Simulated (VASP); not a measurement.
# Mo (R-3m) in VASP: notebook

The runs below take Mo through single point, with PBE.

Program: VASP 6.6.1. These are calculated values, not measurements. Logs are shortened: lines on timing, memory, paths and dates and some standing lists are left out, and cuts for length are marked.

### 1 The cell of the first run

Symmetry: R-3m, No. 166, trigonal system. The conventional cell has a = 3.695 Å, b = 3.695 Å, c = 3.364 Å, α = 90.00°, β = 90.00°, γ = 120.00°. Within 3.2 Å of Mo (site symmetry -3m) lie 12 Mo at 2.41 to 3.10 Å.

### 2 Single point, PBE (13.26 Å³/atom)

Input file INCAR:

```
SYSTEM = Mo
ALGO = Fast
EDIFF = 1E-6
ENCUT = 520
GGA = PE
ISIF = 2
ISMEAR = 0
LASPH = .TRUE.
LCHARG = .FALSE.
LREAL = .FALSE.
LWAVE = .FALSE.
NBANDS = 13
NELM = 60
PREC = Accurate
SIGMA = 0.15
```

Input file KPOINTS:

```
k-points
0
G
  22 22 22
  0 0 0
```

Input file POSCAR:

```
Mo
1.0
   -1.0942257202      1.5183307148      1.5183307148
    1.5183307148     -1.0942257202      1.5183307148
    1.5183307148      1.5183307148     -1.0942257202
Mo
1
Direct
    0.0000000000      0.0000000000      0.0000000000
```

Potentials or basis: VASP PAW PBE potentials, release 64 (Mo_sv).

The run is started by

```sh
cat potpaw_PBE.64/Mo_sv/POTCAR > POTCAR
mpirun -np 1 vasp_std > vasp.out
```

OUTCAR:

```text
SYSTEM = Mo
   EDIFF = 1E-6
   ENCUT = 520
   GGA = PE
   ISIF = 2
   ISMEAR = 0
   LASPH = .TRUE.
   LREAL = .FALSE.
   NELM = 60
   PREC = Accurate

 ion  position               nearest neighbor table
   1  0.000  0.000  0.000-

  LATTYP: Found a trigonal (rhomboedric) cell.
 ALAT       =     2.4099763994
 COS(alpha) =    -0.1751837620

  Lattice vectors:

 A1 = (  -1.0942257202,   1.5183307148,   1.5183307148)
 A2 = (   1.5183307148,  -1.0942257202,   1.5183307148)
 A3 = (   1.5183307148,   1.5183307148,  -1.0942257202)

Analysis of symmetry for initial positions (statically):
=====================================================================
 Subroutine PRICEL returns:
 Original cell was already a primitive cell.

 Routine SETGRP: Setting up the symmetry group for a
 trigonal (rhombohedral) supercell.

 Subroutine GETGRP returns: Found 12 space group operations
 (whereof 12 operations were pure point group operations)
 out of a pool of 12 trial point group operations.

The static configuration has the point symmetry D_3d.

Analysis of symmetry for dynamics (positions and initial velocities):
=====================================================================
 Subroutine PRICEL returns:
 Original cell was already a primitive cell.

 Routine SETGRP: Setting up the symmetry group for a
 trigonal (rhombohedral) supercell.

 Subroutine GETGRP returns: Found 12 space group operations
 (whereof 12 operations were pure point group operations)
 out of a pool of 12 trial point group operations.

The dynamic configuration has the point symmetry D_3d.

 Subroutine INISYM returns: Found 12 space group operations
 (whereof 12 operations are pure point group operations),
 and found     1 'primitive' translations

----------------------------------------------------------------------------------------

                                     Primitive cell

  volume of cell :      13.2580

  direct lattice vectors                    reciprocal lattice vectors
    -1.094225720  1.518330715  1.518330715    -0.083572050  0.299194802  0.299194802
     1.518330715 -1.094225720  1.518330715     0.299194802 -0.083572050  0.299194802
     1.518330715  1.518330715 -1.094225720     0.299194802  0.299194802 -0.083572050

  length of vectors
     2.409976399  2.409976399  2.409976399     0.431299601  0.431299601  0.431299601

  position of ions in fractional coordinates (direct lattice)
     0.000000000  0.000000000  0.000000000

  ion indices of the primitive-cell ions
   primitive index   ion index
                 1           1

----------------------------------------------------------------------------------------

 KPOINTS: k-points

Automatic generation of k-mesh.
 Grid dimensions read from file:
 generate k-points for:   22   22   22

 Generating k-lattice:

  Cartesian coordinates                     Fractional coordinates (reciprocal lattice)
    -0.003798730  0.013599764  0.013599764     0.045454545  0.000000000  0.000000000
     0.013599764 -0.003798730  0.013599764     0.000000000  0.045454545  0.000000000
     0.013599764  0.013599764 -0.003798730    -0.000000000 -0.000000000  0.045454545

  Length of vectors
     0.019604527  0.019604527  0.019604527

  Shift w.r.t. Gamma in fractional coordinates (k-lattice)
     0.000000000  0.000000000  0.000000000

 Subroutine IBZKPT returns following result:
 ===========================================

 Found   1024 irreducible k-points:

 Following reciprocal coordinates:
            Coordinates               Weight
  0.000000  0.000000  0.000000      1.000000
  0.045455  0.000000  0.000000      6.000000
  0.090909  0.000000  0.000000      6.000000
  0.136364 -0.000000 -0.000000      6.000000
  0.181818 -0.000000 -0.000000      6.000000
  0.227273 -0.000000 -0.000000      6.000000
[... 16 lines left out ...]
  0.500000  0.045455  0.000000     12.000000
 -0.454545  0.045455 -0.000000     12.000000
 [... further k-points ...]
   k-points           NKPTS =   1024   k-points in BZ     NKDIM =   1024   number of bands    NBANDS=     13
   number of dos      NEDOS =    301   number of ions     NIONS =      1
   total plane-waves  NPLWV =   5832
   dimension x,y,z NGX =    18 NGY =   18 NGZ =   18
   dimension x,y,z NGXF=    36 NGYF=   36 NGZF=   36
   ions per type =               1
   NGX,Y,Z   is equivalent  to a cutoff of  12.42, 12.42, 12.42 a.u.
   NGXF,Y,Z  is equivalent  to a cutoff of  24.83, 24.83, 24.83 a.u.
 SYSTEM =  Mo
   PREC   = accura    normal or accurate (medium, high low for compatibility)
   ISTART =      0    job   : 0-new  1-cont  2-samecut
   ICHARG =      2    charge: 1-file 2-atom 10-const
   ISPIN  =      1    spin polarized calculation?
   LNONCOLLINEAR =      F non collinear calculations
   LSORBIT =      F    spin-orbit coupling
   LASPH  =      T    aspherical Exc in radial PAW
   ENCUT  =  520.0 eV  38.22 Ry    6.18 a.u.   4.48  4.48  4.48*2*pi/ulx,y,z
   NELM   =     60;   NELMIN=  2; NELMDL= -5     # of ELM steps
   EDIFF  = 0.1E-05   stopping-criterion for ELM
   LREAL  =      F    real-space projection
   EDIFFG = 0.1E-04   stopping-criterion for IOM
   NSW    =      0    number of steps for IOM
   IBRION =     -1    ionic relax: 0-MD 1-quasi-New 2-CG
   NFREE  =      0    steps in history (QN), initial steepest desc. (CG)
   ISIF   =      2    stress and relaxation
   ISYM   =      2    0-nonsym 1-usesym 2-fastsym
   POTIM  = 0.5000    time-step for ionic-motion
   TEBEG  =    0.0;   TEEND  =   0.0 temperature during run
   PSTRESS=    0.0 pullay stress
   NELECT =      14.0000    total number of electrons
   NUPDOWN=      -1.0000    fix difference up-down
   EMIN   =  10.00;   EMAX   =-10.00  energy-range for DOS
   EFERMI =   0.00;   METHOD = LEGACY
   ISMEAR =     0;   SIGMA  =   0.15  broadening in eV -4-tet -1-fermi 0-gaus
   EFERMI_NEDOS =   21; number of points for ismear=-14 and -15
   IALGO  =     68    algorithm
   IMIX   =      4    mixing-type and parameters
     AMIX     =   0.40;   BMIX     =  1.00
     AMIX_MAG =   1.60;   BMIX_MAG =  1.00
  volume/ion in A,a.u.               =      13.26        89.47
  Fermi-wavevector in a.u.,A,eV,Ry     =   1.667087  3.150337 37.813010  2.779178
  Thomas-Fermi vector in A             =   2.753170
   LORBIT       =      0    0 simple, 1 ext, 2 COOP (PROOUT), +10 PAW based schemes
   GGA     = PE    functional components
   LHFCALC =     F    Hartree Fock is set to
   AEXX    =    0.0000 exact exchange contribution
   IVDW    =     0    specifies the selected vdW correction
   LEPSILON=     F    determine dielectric tensor
   LRPA    =     F    only Hartree local field effects (RPA)
 non-spin polarized calculation
 RMM-DIIS sequential band-by-band and
 Gauss-broadening in eV      SIGMA  =   0.15
  energy-cutoff  :      520.00
  volume of cell :       13.26
 maximum number of plane-waves:       368
 NGX is ok and might be reduce to    18
   NGX =  9   NGY =  9   NGZ =  9

 number of electron      13.9999996 magnetization

 Free energy of the ion-electron system (eV)
  ---------------------------------------------------
  ext. energy  EPLUGINS =         0.00000000
  ---------------------------------------------------
  free energy    TOTEN  =        -9.50080033 eV

  energy without entropy =       -9.49462727  energy(sigma->0) =       -9.49771380

 E-fermi :  15.5821     XC(G=0): -14.2479

 val. band max:       15.5704453295   @ k =  -0.2727   0.1364   0.0909
 cond. band min:      15.5889007781   @ k =   0.3182   0.3182   0.1364
 fundamental gap:      0.0184554486
 Fermi energy:        15.5820704697

 k-point     1 :       0.0000    0.0000    0.0000
  band No.  band energies     occupation
      1     -46.1776      2.00000
      2     -18.9722      2.00000
      3     -18.4548      2.00000
      4     -18.4548      2.00000
      5       7.9308      2.00000
      6      10.3370      2.00000
      7      10.3370      2.00000
      8      18.6115      0.00000
      9      19.6960      0.00000
     10      19.6960      0.00000
     11      30.4033      0.00000
     12      30.4033      0.00000
     13      36.6958      0.00000

 k-point     2 :       0.0455    0.0000    0.0000
  band No.  band energies     occupation
      1     -46.1683      2.00000
      2     -18.9904      2.00000
      3     -18.5001      2.00000
      4     -18.4514      2.00000
      5       8.0220      2.00000
      6      10.3497      2.00000
      7      10.4274      2.00000
      8      18.5499      0.00000
      9      19.6040      0.00000
     10      19.6542      0.00000
     11      30.5249      0.00000
     12      30.5473      0.00000
     13      36.7476      0.00000

 k-point     3 :       0.0909    0.0000    0.0000
  band No.  band energies     occupation
      1     -46.1409      2.00000
      2     -19.0693      2.00000
      3     -18.6039      2.00000
      4     -18.4414      2.00000
      5       8.2745      2.00000
      6      10.3854      2.00000
      7      10.7029      2.00000
      8      18.3552      0.00000
      9      19.3525      0.00000
     10      19.5800      0.00000
     11      30.8629      0.00000
     12      30.8748      0.00000
     13      36.8341      0.00000
[... 305 lines left out ...]
 k-point    23 :       0.5000    0.0455    0.0000
  band No.  band energies     occupation
      1     -45.6840      2.00000
      2     -21.5079      2.00000
      3     -18.6678      2.00000
      4     -18.3112      2.00000
      5      10.3251      2.00000
      6      10.6927      2.00000
      7      15.5172      1.45927
      8      17.5753      0.00000
      9      18.1554      0.00000
     10      19.9277      0.00000
     11      28.4838      0.00000
     12      30.4670      0.00000
     13      36.6116      0.00000

 k-point    24 :      -0.4545    0.0455   -0.0000
  band No.  band energies     occupation
      1     -45.6959      2.00000
      2     -21.4491      2.00000
      3     -18.6656      2.00000
      4     -18.3115      2.00000
      5      10.3424      2.00000
      6      10.7165      2.00000
      7      15.0240      2.00000
      8      17.5051      0.00000
      9      18.4124      0.00000
     10      19.9161      0.00000
     11      28.3309      0.00000
     12      30.7135      0.00000
     13      36.7550      0.00000

 [... further k-points ...]

------------------------ aborting loop because EDIFF is reached ----------------------------------------

  FORCE on cell =-STRESS in cart. coord.  units (eV):
  Direction    XX          YY          ZZ          XY          YZ          ZX
  --------------------------------------------------------------------------------------
  -------------------------------------------------------------------------------------
  Total        6.9430017      6.9430017      6.9430017     -1.8692784     -1.8692784     -1.8692784
  in kB      839.0345429    839.0345429    839.0345429   -225.8949716   -225.8949716   -225.8949716
  external PRESSURE =     839.0345429 kB  Pullay stress =       0.0000000 kB

 VOLUME and BASIS-vectors are now :
 -----------------------------------------------------------------------------
  energy-cutoff  :      520.00
  volume of cell :       13.26
      direct lattice vectors                 reciprocal lattice vectors
    -1.094225720  1.518330715  1.518330715    -0.083572050  0.299194802  0.299194802
     1.518330715 -1.094225720  1.518330715     0.299194802 -0.083572050  0.299194802
     1.518330715  1.518330715 -1.094225720     0.299194802  0.299194802 -0.083572050

 POSITION                                       TOTAL-FORCE (eV/Angst)
 -----------------------------------------------------------------------------------
      0.00000      0.00000      0.00000         0.000000      0.000000      0.000000
 -----------------------------------------------------------------------------------
    total drift:                                0.000000     -0.000000      0.000000

  FREE ENERGIE OF THE ION-ELECTRON SYSTEM (eV)
  ---------------------------------------------------
  free  energy   TOTEN  =        -9.5008003339 eV

  energy  without entropy=       -9.4946272694  energy(sigma->0) =       -9.49771380
```

Wall time 52 s (1 thread of AMD EPYC 9R45 (Zen 5), shared host); peak memory 0.23 GiB.

What came out:

```
Free energy            : -9.5008 eV
Pressure               : 83.9 GPa
Band gap on the k mesh : zero (bands 7 and 8 overlap by 3.35 eV)
```

Levels at points of the mesh, in eV from the Fermi level:
```
           k point  band 4  band 5  band 6  band 7  band 8  band 9  band 10  band 11
(0.00, 0.00, 0.00)  -34.04   -7.65   -5.25   -5.25    3.03    4.11     4.11    14.82
(0.50, 0.00, 0.00)  -33.87   -5.34   -4.97    0.54    1.99    2.00     4.43    12.93
(0.50, 0.50, 0.00)  -33.85   -7.64   -3.96    1.21    2.21    5.01     7.80     9.66
(0.50, 0.50, 0.50)  -35.59   -6.79   -6.79   -2.15    7.07    7.80     7.80    14.06
```

Caveat: the cell stands under pressure.

### 3 Single point, PBE (13.26 Å³/atom)

Input file INCAR:

```
SYSTEM = Mo
PREC = Accurate ; ENCUT = 520
EDIFF = 1E-6 ; ISMEAR = 0
SIGMA = 0.15 ; LREAL = .FALSE.
LASPH = .TRUE. ; NELM = 60
ALGO = Fast ; ISIF = 2
LWAVE = .FALSE. ; LCHARG = .FALSE.
GGA = PE ; NBANDS = 13
```

Input file KPOINTS:

```
Automatic mesh
0
G
  22 22 22
  0 0 0
```

Input file POSCAR:

```
Mo
1.0
   -0.6824455752      1.6064880998      1.6064880998
    1.6064880998     -0.6824455752      1.6064880998
    1.6064880998      1.6064880998     -0.6824455752
Mo
1
Direct
    0.0000000000      0.0000000000      0.0000000000
```

Potentials or basis: VASP PAW PBE potentials, release 64 (Mo_sv).

The run is started by

```sh
cat potpaw_PBE.64/Mo_sv/POTCAR > POTCAR
mpirun -np 1 vasp_std > vasp.out
```

Run time: 52 s. Hardware: 1 thread of AMD EPYC 9R45 (Zen 5), shared host; peak memory 0.23 GiB.

Results (log left out):

```yaml
Free_energy: -8.8601 eV
Pressure: 95.6 GPa
Band_gap_on_the_k_mesh: zero (bands 7 and 8 overlap by 3.48 eV)
```

Stress tensor (GPa, compression positive):
```
95.63 13.57 13.57
13.57 95.63 13.57
13.57 13.57 95.63
```

Levels at points of the mesh, in eV from the Fermi level:
```
           k point  band 4  band 5  band 6  band 7  band 8  band 9  band 10  band 11
(0.00, 0.00, 0.00)  -33.78   -7.33   -5.89   -5.89    5.22    5.22     5.45    16.41
(0.50, 0.00, 0.00)  -33.55   -4.71   -4.14    0.46    0.60    1.00     5.76    12.95
(0.50, 0.50, 0.00)  -33.33   -7.86   -3.10    1.62    1.90    6.80     8.43     8.73
(0.50, 0.50, 0.50)  -35.94   -6.38   -5.23   -5.23    6.81    9.03     9.03    15.55
```

Caveat: the cell stands under pressure.

(Part 1 of 3 ends here.)
